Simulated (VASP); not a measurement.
# Si (Fm-3m) in VASP: single point with PBE

Aim: the single point of Si with PBE.

Everything below comes from runs of VASP 6.6.1. Logs are shortened: lines on timing, memory, paths and dates and some standing lists are left out, and cuts for length are marked.

## Step 1: The cell of the first run

The structure is cubic, space group Fm-3m (No. 225). The conventional cell has a = 3.864 Å, b = 3.864 Å, c = 3.864 Å, α = 90.00°, β = 90.00°, γ = 90.00°. Si (site symmetry m-3m) has 12 Si at 2.73 Å within 3.6 Å.

## Step 2: Single point, PBE

INCAR

```
  PREC = Accurate
  ENCUT = 520
  EDIFF = 1E-6
  ISMEAR = -1
  SIGMA = 0.13605693000000002
  LREAL = False
  LASPH = True
  NELM = 100
  ALGO = Normal
  ISIF = 2
  LWAVE = False
  LCHARG = False
  GGA = PE
  NBANDS = 8
```

KPOINTS

```
Automatic mesh
0
Gamma
  15 15 15
```

POSCAR

```
Si
1.0
    0.0000000000      1.9320955877      1.9320955877
    1.9320955877      0.0000000000      1.9320955877
    1.9320955877      1.9320955877      0.0000000000
Si
1
Direct
    0.0000000000      0.0000000000      0.0000000000
```

Potentials or basis: VASP PAW PBE potentials, release 64 (Si).

The run is started by

```sh
$ cat potpaw_PBE.64/Si/POTCAR > POTCAR
$ mpirun -np 1 vasp_std > vasp.out
```

OUTCAR:

```text
PREC = Accurate
   ENCUT = 520
   EDIFF = 1E-6
   ISMEAR = -1
   LREAL = False
   LASPH = True
   NELM = 100
   ISIF = 2
   GGA = PE

 ion  position               nearest neighbor table
   1  0.000  0.000  0.000-

  LATTYP: Found a face centered cubic cell.
 ALAT       =     3.8641911754

  Lattice vectors:

 A1 = (   0.0000000000,   1.9320955877,   1.9320955877)
 A2 = (   1.9320955877,   0.0000000000,   1.9320955877)
 A3 = (   1.9320955877,   1.9320955877,   0.0000000000)

Analysis of symmetry for initial positions (statically):
=====================================================================
 Subroutine PRICEL returns:
 Original cell was already a primitive cell.

 Routine SETGRP: Setting up the symmetry group for a
 face centered cubic supercell.

 Subroutine GETGRP returns: Found 48 space group operations
 (whereof 48 operations were pure point group operations)
 out of a pool of 48 trial point group operations.

The static configuration has the point symmetry O_h .

Analysis of symmetry for dynamics (positions and initial velocities):
=====================================================================
 Subroutine PRICEL returns:
 Original cell was already a primitive cell.

 Routine SETGRP: Setting up the symmetry group for a
 face centered cubic supercell.

 Subroutine GETGRP returns: Found 48 space group operations
 (whereof 48 operations were pure point group operations)
 out of a pool of 48 trial point group operations.

The dynamic configuration has the point symmetry O_h .

 Subroutine INISYM returns: Found 48 space group operations
 (whereof 48 operations are pure point group operations),
 and found     1 'primitive' translations

----------------------------------------------------------------------------------------

                                     Primitive cell

  volume of cell :      14.4250

  direct lattice vectors                    reciprocal lattice vectors
     0.000000000  1.932095588  1.932095588    -0.258786368  0.258786368  0.258786368
     1.932095588  0.000000000  1.932095588     0.258786368 -0.258786368  0.258786368
     1.932095588  1.932095588  0.000000000     0.258786368  0.258786368 -0.258786368

  length of vectors
     2.732395784  2.732395784  2.732395784     0.448231138  0.448231138  0.448231138

  position of ions in fractional coordinates (direct lattice)
     0.000000000  0.000000000  0.000000000

  ion indices of the primitive-cell ions
   primitive index   ion index
                 1           1

----------------------------------------------------------------------------------------

 KPOINTS: Automatic mesh

Automatic generation of k-mesh.
 Grid dimensions read from file:
 generate k-points for:   15   15   15

 Generating k-lattice:

  Cartesian coordinates                     Fractional coordinates (reciprocal lattice)
    -0.017252425  0.017252425  0.017252425     0.066666667  0.000000000  0.000000000
     0.017252425 -0.017252425  0.017252425     0.000000000  0.066666667  0.000000000
     0.017252425  0.017252425 -0.017252425     0.000000000  0.000000000  0.066666667

  Length of vectors
     0.029882076  0.029882076  0.029882076

  Shift w.r.t. Gamma in fractional coordinates (k-lattice)
     0.000000000  0.000000000  0.000000000

 Subroutine IBZKPT returns following result:
 ===========================================

 Found    120 irreducible k-points:

 Following reciprocal coordinates:
            Coordinates               Weight
  0.000000  0.000000  0.000000      1.000000
  0.066667  0.000000  0.000000      8.000000
  0.133333  0.000000  0.000000      8.000000
  0.200000  0.000000  0.000000      8.000000
  0.266667  0.000000  0.000000      8.000000
  0.333333  0.000000  0.000000      8.000000
[... 16 lines left out ...]
  0.133333  0.133333  0.000000      6.000000
  0.200000  0.133333  0.000000     24.000000
 [... further k-points ...]
   k-points           NKPTS =    120   k-points in BZ     NKDIM =    120   number of bands    NBANDS=      8
   number of dos      NEDOS =    301   number of ions     NIONS =      1
   total plane-waves  NPLWV =   8000
   dimension x,y,z NGX =    20 NGY =   20 NGZ =   20
   dimension x,y,z NGXF=    40 NGYF=   40 NGZF=   40
   ions per type =               1
   NGX,Y,Z   is equivalent  to a cutoff of  12.17, 12.17, 12.17 a.u.
   NGXF,Y,Z  is equivalent  to a cutoff of  24.34, 24.34, 24.34 a.u.
 SYSTEM =  unknown system
   PREC   = accura    normal or accurate (medium, high low for compatibility)
   ISTART =      0    job   : 0-new  1-cont  2-samecut
   ICHARG =      2    charge: 1-file 2-atom 10-const
   ISPIN  =      1    spin polarized calculation?
   LNONCOLLINEAR =      F non collinear calculations
   LSORBIT =      F    spin-orbit coupling
   LASPH  =      T    aspherical Exc in radial PAW
   ENCUT  =  520.0 eV  38.22 Ry    6.18 a.u.   5.08  5.08  5.08*2*pi/ulx,y,z
   NELM   =    100;   NELMIN=  2; NELMDL= -5     # of ELM steps
   EDIFF  = 0.1E-05   stopping-criterion for ELM
   LREAL  =      F    real-space projection
   EDIFFG = 0.1E-04   stopping-criterion for IOM
   NSW    =      0    number of steps for IOM
   IBRION =     -1    ionic relax: 0-MD 1-quasi-New 2-CG
   NFREE  =      0    steps in history (QN), initial steepest desc. (CG)
   ISIF   =      2    stress and relaxation
   ISYM   =      2    0-nonsym 1-usesym 2-fastsym
   POTIM  = 0.5000    time-step for ionic-motion
   TEBEG  =    0.0;   TEEND  =   0.0 temperature during run
   PSTRESS=    0.0 pullay stress
   NELECT =       4.0000    total number of electrons
   NUPDOWN=      -1.0000    fix difference up-down
   EMIN   =  10.00;   EMAX   =-10.00  energy-range for DOS
   EFERMI =   0.00;   METHOD = LEGACY
   ISMEAR =    -1;   SIGMA  =   0.14  broadening in eV -4-tet -1-fermi 0-gaus
   EFERMI_NEDOS =   21; number of points for ismear=-14 and -15
   IALGO  =     38    algorithm
   IMIX   =      4    mixing-type and parameters
     AMIX     =   0.40;   BMIX     =  1.00
     AMIX_MAG =   1.60;   BMIX_MAG =  1.00
  volume/ion in A,a.u.               =      14.42        97.34
  Fermi-wavevector in a.u.,A,eV,Ry     =   1.067553  2.017383 15.506151  1.139670
  Thomas-Fermi vector in A             =   2.203173
   LORBIT       =      0    0 simple, 1 ext, 2 COOP (PROOUT), +10 PAW based schemes
   GGA     = PE    functional components
   LHFCALC =     F    Hartree Fock is set to
   AEXX    =    0.0000 exact exchange contribution
   IVDW    =     0    specifies the selected vdW correction
   LEPSILON=     F    determine dielectric tensor
   LRPA    =     F    only Hartree local field effects (RPA)
 non-spin polarized calculation
  energy-cutoff  :      520.00
  volume of cell :       14.42
 maximum number of plane-waves:       397
   NGX = 11   NGY = 11   NGZ = 11

 number of electron       4.0000000 magnetization

 Free energy of the ion-electron system (eV)
  ---------------------------------------------------
  ext. energy  EPLUGINS =         0.00000000
  ---------------------------------------------------
  free energy    TOTEN  =        -4.89886159 eV

  energy without entropy =       -4.87146185  energy(sigma->0) =       -4.88516172

 E-fermi :  10.2157     XC(G=0): -11.2077

 val. band max:       10.2069362374   @ k =  -0.3333   0.4000   0.2000
 cond. band min:      10.2623843760   @ k =  -0.3333   0.3333   0.1333
 fundamental gap:      0.0554481386
 Fermi energy:        10.2157083753

 k-point     1 :       0.0000    0.0000    0.0000
  band No.  band energies     occupation
      1      -4.2714      2.00000
      2      21.3883      0.00000
      3      21.3883      0.00000
      4      21.3883      0.00000
      5      22.1516      0.00000
      6      22.1516      0.00000
      7      22.1516      0.00000
      8      27.4950      0.00000

 k-point     2 :       0.0667    0.0000    0.0000
  band No.  band energies     occupation
      1      -4.1417      2.00000
      2      19.2273      0.00000
      3      20.7113      0.00000
      4      20.7113      0.00000
      5      22.9877      0.00000
      6      22.9877      0.00000
      7      23.2090      0.00000
      8      28.3815      0.00000

 k-point     3 :       0.1333    0.0000    0.0000
  band No.  band energies     occupation
      1      -3.7530      2.00000
      2      16.3951      0.00000
      3      19.9478      0.00000
      4      19.9478      0.00000
      5      23.4961      0.00000
      6      24.0824      0.00000
      7      24.0824      0.00000
      8      27.3498      0.00000

 k-point     4 :       0.2000    0.0000    0.0000
  band No.  band energies     occupation
      1      -3.1069      2.00000
      2      13.5630      0.00000
      3      19.3703      0.00000
      4      19.3703      0.00000
      5      23.4263      0.00000
      6      24.3042      0.00000
      7      24.3042      0.00000
      8      27.3288      0.00000

 k-point     5 :       0.2667    0.0000    0.0000
  band No.  band energies     occupation
      1      -2.2062      2.00000
      2      10.8582      0.01764
      3      18.9913      0.00000
      4      18.9913      0.00000
      5      23.3296      0.00000
      6      23.4106      0.00000
      7      23.4106      0.00000
      8      28.7258      0.00000
[... 177 lines left out ...]
 k-point    22 :      -0.0667    0.0667    0.0000
  band No.  band energies     occupation
      1      -3.9257      2.00000
      2      18.2249      0.00000
      3      18.4867      0.00000
      4      21.4686      0.00000
      5      22.4862      0.00000
      6      23.6309      0.00000
      7      24.5128      0.00000
      8      27.0172      0.00000

 k-point    23 :       0.1333    0.1333    0.0000
  band No.  band energies     occupation
      1      -3.5804      2.00000
      2      17.9489      0.00000
      3      17.9489      0.00000
      4      19.5817      0.00000
      5      19.9138      0.00000
      6      23.9840      0.00000
      7      26.4268      0.00000
      8      26.4268      0.00000

 k-point    24 :       0.2000    0.1333    0.0000
  band No.  band energies     occupation
      1      -3.1066      2.00000
      2      15.7524      0.00000
      3      17.2413      0.00000
      4      19.0536      0.00000
      5      20.1602      0.00000
      6      22.6741      0.00000
      7      27.1438      0.00000
      8      27.3853      0.00000

 [... further k-points ...]

------------------------ aborting loop because EDIFF is reached ----------------------------------------

  FORCE on cell =-STRESS in cart. coord.  units (eV):
  Direction    XX          YY          ZZ          XY          YZ          ZX
  --------------------------------------------------------------------------------------
  -------------------------------------------------------------------------------------
  Total        0.0233195      0.0233195      0.0233195      0.0000000      0.0000000     -0.0000000
  in kB        2.5900828      2.5900828      2.5900828      0.0000000      0.0000000     -0.0000000
  external PRESSURE =       2.5900828 kB  Pullay stress =       0.0000000 kB

 VOLUME and BASIS-vectors are now :
 -----------------------------------------------------------------------------
  energy-cutoff  :      520.00
  volume of cell :       14.42
      direct lattice vectors                 reciprocal lattice vectors
     0.000000000  1.932095588  1.932095588    -0.258786368  0.258786368  0.258786368
     1.932095588  0.000000000  1.932095588     0.258786368 -0.258786368  0.258786368
     1.932095588  1.932095588  0.000000000     0.258786368  0.258786368 -0.258786368

 POSITION                                       TOTAL-FORCE (eV/Angst)
 -----------------------------------------------------------------------------------
      0.00000      0.00000      0.00000         0.000000      0.000000      0.000000
 -----------------------------------------------------------------------------------
    total drift:                               -0.000000     -0.000000     -0.000000

  FREE ENERGIE OF THE ION-ELECTRON SYSTEM (eV)
  ---------------------------------------------------
  free  energy   TOTEN  =        -4.8988615932 eV

  energy  without entropy=       -4.8714618493  energy(sigma->0) =       -4.88516172
```

Run time: 7.6 s. Hardware: 1 thread of AMD EPYC 7R13 (Zen 3), shared host; peak memory 0.09 GiB.

Results:

| Property | Result |
| --- | --- |
| Free energy | -4.8989 eV |
| Pressure | 0.3 GPa |
| Band gap on the k mesh | zero (band 2 reaches 21.39 eV, above the bottom of band 3 at 7.26 eV) |

Levels at points of the mesh, in eV from the Fermi level:
```csv
k point,band 1,band 2,band 3,band 4,band 5,band 6
"(0.00, 0.00, 0.00)",-14.49,11.17,11.17,11.17,11.94,11.94
```
